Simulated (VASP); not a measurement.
# Si in VASP: a series of runs, part 3 of 3

VASP 6.6.1. Earlier steps stand in the parts before.

## Step 5: Single point, LDA (in-plane strain -0.02)

File INCAR:

```
PREC = Accurate
ENCUT = 520
EDIFF = 1E-6
ISMEAR = 0
SIGMA = 0.01
LREAL = F
LASPH = T
NELM = 80
ALGO = Normal
ISIF = 2
LWAVE = F
LCHARG = T
GGA = CA
LELF = T
LVHAR = T
NBANDS = 11
```

File KPOINTS:

```
Automatic mesh
0
Gamma
  8 8 8
```

File POSCAR:

```
Si
1.0
    2.6469593521      2.6469593521      0.0000000000
   -2.6469593521      2.6469593521      0.0000000000
    0.0000000000      2.6469593521      2.7333906779
Si
2
Direct
    0.2500000000      0.7500000000      0.5000000000
    0.0000000000      0.0000000000      0.0000000000
```

Potentials or basis: VASP PAW LDA potentials, release 64 (Si).

Started as:

```console
$ cat potpaw_LDA.64/Si/POTCAR > POTCAR
$ mpirun -np 1 vasp_std > vasp.out
```

OUTCAR:

```text
PREC = Accurate
   ENCUT = 520
   EDIFF = 1E-6
   ISMEAR = 0
   LREAL = F
   LASPH = T
   NELM = 80
   ISIF = 2
   GGA = CA

 ion  position               nearest neighbor table
   1  0.250  0.750  0.500-   2 2.32   2 2.32   2 2.32   2 2.32
   2  0.000  0.000  0.000-   1 2.32   1 2.32   1 2.32   1 2.32

  LATTYP: Found a body centered tetragonal cell.
 ALAT       =     3.7433658148
 C/A-ratio  =     1.4603919644

  Lattice vectors:

 A1 = (   2.6469593521,   0.0000000000,  -2.7333906779)
 A2 = (  -2.6469593521,   0.0000000000,  -2.7333906779)
 A3 = (   0.0000000000,   2.6469593521,   2.7333906779)

Analysis of symmetry for initial positions (statically):
=====================================================================
 Subroutine PRICEL returns:
 Original cell was already a primitive cell.

 Routine SETGRP: Setting up the symmetry group for a
 body centered tetragonal supercell.

 Subroutine GETGRP returns: Found 16 space group operations
 (whereof  8 operations were pure point group operations)
 out of a pool of 16 trial point group operations.

The static configuration has the point symmetry D_2d.
 The point group associated with its full space group is D_4h.

Analysis of symmetry for dynamics (positions and initial velocities):
=====================================================================
 Subroutine PRICEL returns:
 Original cell was already a primitive cell.

 Routine SETGRP: Setting up the symmetry group for a
 body centered tetragonal supercell.

 Subroutine GETGRP returns: Found 16 space group operations
 (whereof  8 operations were pure point group operations)
 out of a pool of 16 trial point group operations.

The dynamic configuration has the point symmetry D_2d.
 The point group associated with its full space group is D_4h.

 Subroutine INISYM returns: Found 16 space group operations
 (whereof  8 operations are pure point group operations),
 and found     1 'primitive' translations

----------------------------------------------------------------------------------------

                                     Primitive cell

  volume of cell :      38.3024

  direct lattice vectors                    reciprocal lattice vectors
     2.646959352  2.646959352  0.000000000     0.188895987  0.188895987 -0.182922992
    -2.646959352  2.646959352  0.000000000    -0.188895987  0.188895987 -0.182922992
     0.000000000  2.646959352  2.733390678     0.000000000  0.000000000  0.365845983

  length of vectors
     3.743365815  3.743365815  3.804972853     0.323765670  0.323765670  0.365845983

  position of ions in fractional coordinates (direct lattice)
     0.250000000  0.750000000  0.500000000
     0.000000000  0.000000000  0.000000000

  ion indices of the primitive-cell ions
   primitive index   ion index
                 1           1
                 2           2

----------------------------------------------------------------------------------------

 KPOINTS: Automatic mesh

Automatic generation of k-mesh.
 Grid dimensions read from file:
 generate k-points for:    8    8    8

 Generating k-lattice:

  Cartesian coordinates                     Fractional coordinates (reciprocal lattice)
     0.023611998  0.023611998 -0.022865374     0.125000000  0.000000000  0.000000000
    -0.023611998  0.023611998 -0.022865374     0.000000000  0.125000000  0.000000000
     0.000000000  0.000000000  0.045730748     0.000000000  0.000000000  0.125000000

  Length of vectors
     0.040470709  0.040470709  0.045730748

  Shift w.r.t. Gamma in fractional coordinates (k-lattice)
     0.000000000  0.000000000  0.000000000

 Subroutine IBZKPT returns following result:
 ===========================================

 Found     59 irreducible k-points:

 Following reciprocal coordinates:
            Coordinates               Weight
  0.000000  0.000000  0.000000      1.000000
  0.125000  0.000000 -0.000000      8.000000
  0.250000  0.000000 -0.000000      8.000000
  0.375000  0.000000 -0.000000      8.000000
  0.500000  0.000000 -0.000000      4.000000
  0.125000  0.125000 -0.000000      8.000000
[... 16 lines left out ...]
  0.250000  0.000000  0.125000      4.000000
  0.375000  0.000000  0.125000      8.000000
 [... further k-points ...]
   k-points           NKPTS =     59   k-points in BZ     NKDIM =     59   number of bands    NBANDS=     11
   number of dos      NEDOS =    301   number of ions     NIONS =      2
   total plane-waves  NPLWV =  21952
   dimension x,y,z NGX =    28 NGY =   28 NGZ =   28
   dimension x,y,z NGXF=    56 NGYF=   56 NGZF=   56
   ions per type =               2
   NGX,Y,Z   is equivalent  to a cutoff of  12.44, 12.44, 12.23 a.u.
   NGXF,Y,Z  is equivalent  to a cutoff of  24.87, 24.87, 24.47 a.u.
 SYSTEM =  unknown system
   PREC   = accura    normal or accurate (medium, high low for compatibility)
   ISTART =      0    job   : 0-new  1-cont  2-samecut
   ICHARG =      2    charge: 1-file 2-atom 10-const
   ISPIN  =      1    spin polarized calculation?
   LNONCOLLINEAR =      F non collinear calculations
   LSORBIT =      F    spin-orbit coupling
   LASPH  =      T    aspherical Exc in radial PAW
   ENCUT  =  520.0 eV  38.22 Ry    6.18 a.u.   6.96  6.96  7.07*2*pi/ulx,y,z
   NELM   =     80;   NELMIN=  2; NELMDL= -5     # of ELM steps
   EDIFF  = 0.1E-05   stopping-criterion for ELM
   LREAL  =      F    real-space projection
[... 7 lines left out ...]
   TEBEG  =    0.0;   TEEND  =   0.0 temperature during run
   PSTRESS=    0.0 pullay stress
   NELECT =       8.0000    total number of electrons
   NUPDOWN=      -1.0000    fix difference up-down
   EMIN   =  10.00;   EMAX   =-10.00  energy-range for DOS
   EFERMI =   0.00;   METHOD = LEGACY
   ISMEAR =     0;   SIGMA  =   0.01  broadening in eV -4-tet -1-fermi 0-gaus
   EFERMI_NEDOS =   21; number of points for ismear=-14 and -15
   IALGO  =     38    algorithm
   IMIX   =      4    mixing-type and parameters
     AMIX     =   0.40;   BMIX     =  1.00
     AMIX_MAG =   1.60;   BMIX_MAG =  1.00
  volume/ion in A,a.u.               =      19.15       129.24
  Fermi-wavevector in a.u.,A,eV,Ry     =   0.971321  1.835530 12.836612  0.943464
  Thomas-Fermi vector in A             =   2.101528
   LORBIT       =      0    0 simple, 1 ext, 2 COOP (PROOUT), +10 PAW based schemes
   GGA     = CA    functional components
   LHFCALC =     F    Hartree Fock is set to
   AEXX    =    0.0000 exact exchange contribution
   IVDW    =     0    specifies the selected vdW correction
   LEPSILON=     F    determine dielectric tensor
   LRPA    =     F    only Hartree local field effects (RPA)
 non-spin polarized calculation
 Gauss-broadening in eV      SIGMA  =   0.01
  energy-cutoff  :      520.00
  volume of cell :       38.30
 maximum number of plane-waves:      1045
   NGX = 13   NGY = 13   NGZ = 15

 number of electron       8.0000000 magnetization

 Free energy of the ion-electron system (eV)
  ---------------------------------------------------
  ext. energy  EPLUGINS =         0.00000000
  ---------------------------------------------------
  free energy    TOTEN  =       -11.89695876 eV

  energy without entropy =      -11.89695876  energy(sigma->0) =      -11.89695876

 E-fermi :   6.4080     XC(G=0):  -9.7739

 val. band max:        6.3152552106   @ k =   0.0000   0.0000   0.0000
 cond. band min:       6.5825911062   @ k =  -0.3750   0.3750   0.0000
 fundamental gap:      0.2673358956
 Fermi energy:         6.4079833682

 k-point     1 :       0.0000    0.0000    0.0000
  band No.  band energies     occupation
      1      -6.0314      2.00000
      2       6.0769      2.00000
      3       6.3153      2.00000
      4       6.3153      2.00000
      5       8.7446      0.00000
      6       8.7446      0.00000
      7       8.8550      0.00000
      8       9.9440      0.00000
      9      13.6722      0.00000
     10      14.1043      0.00000
     11      14.2904      0.00000
[... 309 lines left out ...]
 k-point    24 :       0.3750    0.0000    0.1250
  band No.  band energies     occupation
      1      -4.7106      2.00000
      2       1.4652      2.00000
      3       3.6963      2.00000
      4       5.5997      2.00000
      5       9.1173      0.00000
      6       9.9323      0.00000
      7       9.9457      0.00000
      8      12.5129      0.00000
      9      12.7204      0.00000
     10      15.8548      0.00000
     11      16.7828      0.00000

 [... further k-points ...]

------------------------ aborting loop because EDIFF is reached ----------------------------------------

  FORCE on cell =-STRESS in cart. coord.  units (eV):
  Direction    XX          YY          ZZ          XY          YZ          ZX
  --------------------------------------------------------------------------------------
  -------------------------------------------------------------------------------------
  Total        0.9672952      0.9672952      0.1827667      0.0000000      0.0000000     -0.0000000
  in kB       40.4616287     40.4616287      7.6450687      0.0000000      0.0000000     -0.0000000
  external PRESSURE =      29.5227754 kB  Pullay stress =       0.0000000 kB

 VOLUME and BASIS-vectors are now :
 -----------------------------------------------------------------------------
  energy-cutoff  :      520.00
  volume of cell :       38.30
      direct lattice vectors                 reciprocal lattice vectors
     2.646959352  2.646959352  0.000000000     0.188895987  0.188895987 -0.182922992
    -2.646959352  2.646959352  0.000000000    -0.188895987  0.188895987 -0.182922992
     0.000000000  2.646959352  2.733390678     0.000000000  0.000000000  0.365845983

 POSITION                                       TOTAL-FORCE (eV/Angst)
 -----------------------------------------------------------------------------------
     -1.32348      3.97044      1.36670         0.000000     -0.000000      0.000000
      0.00000      0.00000      0.00000        -0.000000      0.000000      0.000000
 -----------------------------------------------------------------------------------
    total drift:                                0.000000     -0.000000     -0.000000

  FREE ENERGIE OF THE ION-ELECTRON SYSTEM (eV)
  ---------------------------------------------------
  free  energy   TOTEN  =       -11.8969587612 eV

  energy  without entropy=      -11.8969587612  energy(sigma->0) =      -11.89695876
```

stdout:

```text
POSCAR found type information on POSCAR Si
 POSCAR found :  1 types and       2 ions
 scaLAPACK will be used
 LDA part: xc-table for (Slater(with rela. corr.)+CA(PZ))
 , standard interpolation
 POSCAR, INCAR and KPOINTS ok, starting setup
 FFT: planning ... GRIDC
 FFT: planning ... GRID_SOFT
 FFT: planning ... GRID
 WAVECAR not read
 entering main loop
```

Wall time 20 s (1 thread of Intel Xeon 6975P-C, shared host); peak memory 0.14 GiB.

What came out:

* Free energy: -11.8970 eV
* Pressure: 3.0 GPa
* Band gap on the k mesh: 0.27 eV, indirect (least direct gap 2.43 eV)

Caveat: the cell differs from its parent crystal (in-plane strain -0.02).

## Step 6: Single point, LDA (film at in-plane strain -0.02)

File INCAR:

```
ALGO = Normal
EDIFF = 1E-6
ENCUT = 520
ISIF = 2
ISMEAR = 0
LASPH = True
LCHARG = True
LELF = True
LREAL = False
LVHAR = True
LWAVE = False
NBANDS = 11
NELM = 60
PREC = Accurate
SIGMA = 0.01
```

File KPOINTS:

```
k-points
0
Gamma
  8 8 8
```

Edit POSCAR of step 5 so:

```diff
@@ -4,3 +4,3 @@
    -2.6469593521      2.6469593521      0.0000000000
-    0.0000000000      2.6469593521      2.7333906779
+    0.0000000000      2.6469593521      2.7439519186
 Si
```

Potentials or basis: VASP PAW LDA potentials, release 64 (Si).

Started as:

```console
$ cat potpaw_LDA.64/Si/POTCAR > POTCAR
$ mpirun -np 1 vasp_std > vasp.out
```

It took 23 s on 1 thread of Intel Xeon 6975P-C, shared host; peak memory 0.14 GiB.

Results (log left out):

| Item | Value |
| --- | --- |
| Free energy | -11.8974 eV |
| Pressure | 2.5 GPa |
| Band gap on the k mesh | 0.25 eV, indirect (least direct gap 2.41 eV) |

Stress tensor (GPa, compression positive):
```
3.76 0.00 0.00
0.00 3.76 0.00
0.00 0.00 0.06
```

Levels at points of the mesh, in eV from the valence-band top:
```tsv
k point	band 1	band 2	band 3	band 4	band 5	band 6	band 7	band 8	band 9
(0.00, 0.00, 0.00)	-12.33	-0.27	0.00	0.00	2.41	2.41	2.54	3.57	7.31
(0.50, 0.00, 0.00)	-9.88	-7.27	-1.50	-1.14	1.43	3.10	3.33	7.50	10.34
(0.50, 0.50, 0.00)	-7.96	-7.96	-3.14	-3.14	0.34	0.34	9.99	9.99	11.22
(0.00, 0.00, 0.50)	-8.19	-8.19	-2.86	-2.86	0.63	0.63	10.27	10.27	10.87
```

Caveat: the cell differs from its parent crystal (film at in-plane strain -0.02).

## Step 7: Summary

```csv
cell,gap on the mesh (eV),pressure (GPa)
"a = 3.820 Å, angles 60.0, 60.0, 90.0°, 2 atoms",0.49,0.1
"a = 3.743, b = 3.743, c = 3.813 Å, angles 60.6, 60.6, 90.0°, 2 atoms",0.25,2.5
"a = 3.743, b = 3.743, c = 3.805 Å, angles 60.5, 60.5, 90.0°, 2 atoms",0.27,3.0
```

Alike in all rows: task single point; level LDA; potentials or basis VASP PAW LDA potentials, release 64 (Si); no spin polarisation; k mesh 8 × 8 × 8; cutoff (eV) 520; smearing gaussian 0.01 eV.

Absolute energies hang on the potentials; compare differences alone.
